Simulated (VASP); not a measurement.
# Tc (Fm-3m) in VASP: notebook

The runs below take Tc through single point, relaxation of volume and atoms at fixed shape, with PBEsol.

Program: VASP 6.6.1. These are calculated values, not measurements. Logs are shortened: lines on timing, memory, paths and dates and some standing lists are left out, and cuts for length are marked.

### 1 The cell of the first run

The structure is cubic, space group Fm-3m (No. 225). The conventional cell has a = 3.836 Å, b = 3.836 Å, c = 3.836 Å, α = 90.00°, β = 90.00°, γ = 90.00°. Within 3.6 Å of Tc (site symmetry m-3m) lie 12 Tc at 2.71 Å.

This isn't the form of Tc at room conditions, which is hcp.

### 2 Single point, PBEsol

Input file INCAR:

```
PREC = Accurate
ENCUT = 520
EDIFF = 1E-6
ISMEAR = -1
SIGMA = 0.05
LREAL = F
LASPH = T
NELM = 100
ALGO = Normal
ISIF = 2
LWAVE = F
LCHARG = F
GGA = PS
NBANDS = 34
```

Input file KPOINTS:

```
regular mesh
0
Gamma
  5 5 5
```

Input file POSCAR:

```
Tc
1.0
    3.8364320450      0.0000000000      0.0000000000
    0.0000000000      3.8364320450      0.0000000000
    0.0000000000      0.0000000000      3.8364320450
Tc
4
Direct
    0.0000000000      0.0000000000      0.0000000000
    0.0000000000      0.5000000000      0.5000000000
    0.5000000000      0.0000000000      0.5000000000
    0.5000000000      0.5000000000      0.0000000000
```

Potentials or basis: VASP PAW PBE potentials, release 64 (Tc_pv).

Command:

```console
$ cat potpaw_PBE.64/Tc_pv/POTCAR > POTCAR
$ mpirun -np 1 vasp_std > vasp.out
```

OUTCAR:

```text
PREC = Accurate
   ENCUT = 520
   EDIFF = 1E-6
   ISMEAR = -1
   LREAL = F
   LASPH = T
   NELM = 100
   ISIF = 2
   GGA = PS

 ion  position               nearest neighbor table
   1  0.000  0.000  0.000-   2 2.71   3 2.71   4 2.71   2 2.71   3 2.71   2 2.71   4 2.71   2 2.71
                             3 2.71   4 2.71   3 2.71   4 2.71
   2  0.000  0.500  0.500-   1 2.71   3 2.71   4 2.71   1 2.71   4 2.71   1 2.71   3 2.71   1 2.71
                             3 2.71   4 2.71   4 2.71   3 2.71
   3  0.500  0.000  0.500-   1 2.71   2 2.71   4 2.71   1 2.71   4 2.71   2 2.71   4 2.71   4 2.71
                             1 2.71   2 2.71   1 2.71   2 2.71
   4  0.500  0.500  0.000-   1 2.71   2 2.71   3 2.71   2 2.71   3 2.71   1 2.71   3 2.71   3 2.71
                             1 2.71   2 2.71   2 2.71   1 2.71

  LATTYP: Found a simple cubic cell.
 ALAT       =     3.8364320450

  Lattice vectors:

 A1 = (   3.8364320450,   0.0000000000,   0.0000000000)
 A2 = (   0.0000000000,   3.8364320450,   0.0000000000)
 A3 = (   0.0000000000,   0.0000000000,   3.8364320450)

Analysis of symmetry for initial positions (statically):
=====================================================================
 Subroutine PRICEL returns following result:

  LATTYP: Found a face centered cubic cell.
 ALAT       =     3.8364320450

  Lattice vectors:

 A1 = (   1.9182160225,  -1.9182160225,   0.0000000000)
 A2 = (   1.9182160225,   0.0000000000,   1.9182160225)
 A3 = (   0.0000000000,  -1.9182160225,   1.9182160225)

   4 primitive cells build up your supercell.

 Routine SETGRP: Setting up the symmetry group for a
 simple cubic supercell.

 Subroutine GETGRP returns: Found 48 space group operations
 (whereof 48 operations were pure point group operations)
 out of a pool of 48 trial point group operations.

The static configuration has the point symmetry O_h .

Analysis of symmetry for dynamics (positions and initial velocities):
=====================================================================
 Subroutine PRICEL returns following result:

  LATTYP: Found a face centered cubic cell.
 ALAT       =     3.8364320450

  Lattice vectors:

 A1 = (   1.9182160225,  -1.9182160225,   0.0000000000)
 A2 = (   1.9182160225,   0.0000000000,   1.9182160225)
 A3 = (   0.0000000000,  -1.9182160225,   1.9182160225)

   4 primitive cells build up your supercell.

 Routine SETGRP: Setting up the symmetry group for a
 simple cubic supercell.

 Subroutine GETGRP returns: Found 48 space group operations
[... 84 lines left out ...]
   ENCUT  =  520.0 eV  38.22 Ry    6.18 a.u.   7.13  7.13  7.13*2*pi/ulx,y,z
   NELM   =    100;   NELMIN=  2; NELMDL= -5     # of ELM steps
   EDIFF  = 0.1E-05   stopping-criterion for ELM
   LREAL  =      F    real-space projection
   EDIFFG = 0.1E-04   stopping-criterion for IOM
   NSW    =      0    number of steps for IOM
   IBRION =     -1    ionic relax: 0-MD 1-quasi-New 2-CG
   NFREE  =      0    steps in history (QN), initial steepest desc. (CG)
   ISIF   =      2    stress and relaxation
   ISYM   =      2    0-nonsym 1-usesym 2-fastsym
   POTIM  = 0.5000    time-step for ionic-motion
   TEBEG  =    0.0;   TEEND  =   0.0 temperature during run
   PSTRESS=    0.0 pullay stress
   NELECT =      52.0000    total number of electrons
   NUPDOWN=      -1.0000    fix difference up-down
   EMIN   =  10.00;   EMAX   =-10.00  energy-range for DOS
   EFERMI =   0.00;   METHOD = LEGACY
   ISMEAR =    -1;   SIGMA  =   0.05  broadening in eV -4-tet -1-fermi 0-gaus
   EFERMI_NEDOS =   21; number of points for ismear=-14 and -15
   IALGO  =     38    algorithm
   IMIX   =      4    mixing-type and parameters
     AMIX     =   0.40;   BMIX     =  1.00
     AMIX_MAG =   1.60;   BMIX_MAG =  1.00
  volume/ion in A,a.u.               =      14.12        95.26
  Fermi-wavevector in a.u.,A,eV,Ry     =   1.592753  3.009867 34.516105  2.536862
  Thomas-Fermi vector in A             =   2.691089
   LORBIT       =      0    0 simple, 1 ext, 2 COOP (PROOUT), +10 PAW based schemes
   GGA     = PS    functional components
   LHFCALC =     F    Hartree Fock is set to
   AEXX    =    0.0000 exact exchange contribution
   IVDW    =     0    specifies the selected vdW correction
   LEPSILON=     F    determine dielectric tensor
   LRPA    =     F    only Hartree local field effects (RPA)
 non-spin polarized calculation
  energy-cutoff  :      520.00
  volume of cell :       56.47
 maximum number of plane-waves:      1532
 NGX is ok and might be reduce to    30
   NGX = 15   NGY = 15   NGZ = 15

 number of electron      52.0000017 magnetization

 Free energy of the ion-electron system (eV)
  ---------------------------------------------------
  ext. energy  EPLUGINS =         0.00000000
  ---------------------------------------------------
  free energy    TOTEN  =       -44.65309567 eV

  energy without entropy =      -44.58234861  energy(sigma->0) =      -44.61772214

 E-fermi :  12.9127     XC(G=0): -14.0241

 val. band max:       12.8667785316   @ k =   0.4000   0.4000   0.4000
 cond. band min:      12.9182303049   @ k =   0.2000   0.2000   0.0000
 fundamental gap:      0.0514517733
 Fermi energy:        12.9127400574

 k-point     1 :       0.0000    0.0000    0.0000
  band No.  band energies     occupation
      1     -26.5765      2.00000
      2     -26.5765      2.00000
      3     -26.5765      2.00000
      4     -25.8009      2.00000
      5     -25.8009      2.00000
      6     -25.8009      2.00000
[... 359 lines left out ...]
     33      15.9352      0.00000
     34      17.1883      0.00000

------------------------ aborting loop because EDIFF is reached ----------------------------------------

  FORCE on cell =-STRESS in cart. coord.  units (eV):
  Direction    XX          YY          ZZ          XY          YZ          ZX
  --------------------------------------------------------------------------------------
  -------------------------------------------------------------------------------------
  Total       -0.3605846     -0.3605846     -0.3605846      0.0000000      0.0000000      0.0000000
  in kB      -10.2314025    -10.2314025    -10.2314025      0.0000000      0.0000000      0.0000000
  external PRESSURE =     -10.2314025 kB  Pullay stress =       0.0000000 kB

 VOLUME and BASIS-vectors are now :
 -----------------------------------------------------------------------------
  energy-cutoff  :      520.00
  volume of cell :       56.47
      direct lattice vectors                 reciprocal lattice vectors
     3.836432045  0.000000000  0.000000000     0.260658859  0.000000000  0.000000000
     0.000000000  3.836432045  0.000000000     0.000000000  0.260658859  0.000000000
     0.000000000  0.000000000  3.836432045     0.000000000  0.000000000  0.260658859

 POSITION                                       TOTAL-FORCE (eV/Angst)
 -----------------------------------------------------------------------------------
      0.00000      0.00000      0.00000         0.000000     -0.000000      0.000000
      0.00000      1.91822      1.91822        -0.000000     -0.000000      0.000000
      1.91822      0.00000      1.91822        -0.000000      0.000000     -0.000000
      1.91822      1.91822      0.00000         0.000000     -0.000000     -0.000000
 -----------------------------------------------------------------------------------
    total drift:                                0.000000      0.000000     -0.000000

  FREE ENERGIE OF THE ION-ELECTRON SYSTEM (eV)
  ---------------------------------------------------
  free  energy   TOTEN  =       -44.6530956666 eV

  energy  without entropy=      -44.5823486083  energy(sigma->0) =      -44.61772214
```

OSZICAR:

```text
N       E                     dE             d eps       ncg     rms          rms(c)
DAV:   1     0.730574308758E+03    0.73057E+03   -0.31492E+04   720   0.161E+03
DAV:   2    -0.195365951073E+02   -0.75011E+03   -0.73113E+03   748   0.496E+02
DAV:   3    -0.477366250379E+02   -0.28200E+02   -0.27223E+02   768   0.107E+02
DAV:   4    -0.481487654751E+02   -0.41214E+00   -0.41051E+00   758   0.138E+01
DAV:   5    -0.481537052153E+02   -0.49397E-02   -0.49392E-02   752   0.139E+00    0.364E+01
DAV:   6    -0.450554447704E+02    0.30983E+01   -0.70843E+00   750   0.189E+01    0.112E+01
DAV:   7    -0.446777051262E+02    0.37774E+00   -0.14499E+00   762   0.769E+00    0.117E+00
DAV:   8    -0.446570082337E+02    0.20697E-01   -0.37571E-02   692   0.153E+00    0.914E-01
DAV:   9    -0.446531261092E+02    0.38821E-02   -0.29949E-03   766   0.369E-01    0.651E-02
DAV:  10    -0.446531008955E+02    0.25214E-04   -0.81176E-05   726   0.530E-02    0.333E-02
DAV:  11    -0.446530959302E+02    0.49653E-05   -0.47979E-05   754   0.442E-02    0.411E-03
DAV:  12    -0.446530956666E+02    0.26360E-06   -0.39660E-07   380   0.441E-03
   1 F= -.44653096E+02 E0= -.44617722E+02  d E =-.707471E-01
```

It took 8.1 s on 1 thread of Intel Xeon 6975P-C (Granite Rapids), shared host; peak memory 0.17 GiB.

What came out:

| Quantity | Value |
| --- | --- |
| Free energy | -44.6531 eV |
| Pressure | -1.0 GPa |
| Band gap on the k mesh | zero (bands 26 and 27 overlap by 3.76 eV) |

Caveat: the PAW data sets were made with another functional, which shifts forces and pressure a little.

### 3 Relaxation of volume and atoms at fixed shape, PBEsol

This run uses another cell than the first one, of 14.27 Å³/atom.

Input file INCAR:

```
PREC = Accurate
ENCUT = 600
EDIFF = 1E-6
ISMEAR = -1
SIGMA = 0.05
LREAL = F
LASPH = T
NELM = 100
ALGO = Normal
ISIF = 8
LWAVE = F
LCHARG = F
GGA = PS
IBRION = 2
NSW = 80
EDIFFG = -0.03
```

Input file KPOINTS:

```
Automatic mesh
0
Gamma
  5 5 5
```

Input file POSCAR:

```
Tc
1.0
    3.8500000000      0.0000000000      0.0000000000
    0.0000000000      3.8500000000      0.0000000000
    0.0000000000      0.0000000000      3.8500000000
Tc
4
Direct
    0.0000000000      0.0000000000      0.0000000000
    0.0000000000      0.5000000000      0.5000000000
    0.5000000000      0.0000000000      0.5000000000
    0.5000000000      0.5000000000      0.0000000000
```

Potentials or basis: VASP PAW PBE potentials, release 64 (Tc_pv).

Command:

```console
$ cat potpaw_PBE.64/Tc_pv/POTCAR > POTCAR
$ mpirun -np 1 vasp_std > vasp.out
```

It took 19 s on 1 thread of Intel Xeon 6975P-C (Granite Rapids), shared host; peak memory 0.18 GiB.

The run converged. Its results:

```yaml
Free_energy: -44.6558 eV
Relaxed_volume: 14.08 Å³/atom
Relaxed_cell: a = 3.833 Å, b = 3.833 Å, c = 3.833 Å, α = 90.00°, β = 90.00°, γ = 90.00°
Space_group_after_relaxing_to_0.1_Å: Fm-3m (No. 225)
Energy_gained_by_relaxing: 2.5 meV/atom
Ionic_steps: 3
Pressure_after_relaxing: -0.1 GPa
Band_gap_on_the_k_mesh: zero (bands 26 and 27 overlap by 3.78 eV)
```

The path:
```tsv
step	energy change (eV)	largest force (eV/Å)	pressure (GPa)	volume (Å³)
1	0.0000	0.0000	-4.18	57.07
2	0.0870	0.0000	14.30	54.05
3	-0.0101	0.0000	-0.07	56.32
```

Final structure:
```
CELL_PARAMETERS angstrom
3.83309 0.00000 0.00000
0.00000 3.83309 0.00000
0.00000 0.00000 3.83309
ATOMIC_POSITIONS crystal
Tc 0.00000 0.00000 0.00000
Tc 0.00000 0.50000 0.50000
Tc 0.50000 0.00000 0.50000
Tc 0.50000 0.50000 0.00000
```

Levels at points of the mesh, in eV from the Fermi level:
| k point | band 22 | band 23 | band 24 | band 25 | band 26 | band 27 | band 28 | band 29 |
| --- | --- | --- | --- | --- | --- | --- | --- | --- |
| (0.00, 0.00, 0.00) | -1.82 | 0.88 | 0.88 | 2.94 | 2.94 | 2.94 | 3.61 | 3.61 |

Caveat: the PAW data sets were made with another functional, which shifts forces and pressure a little.
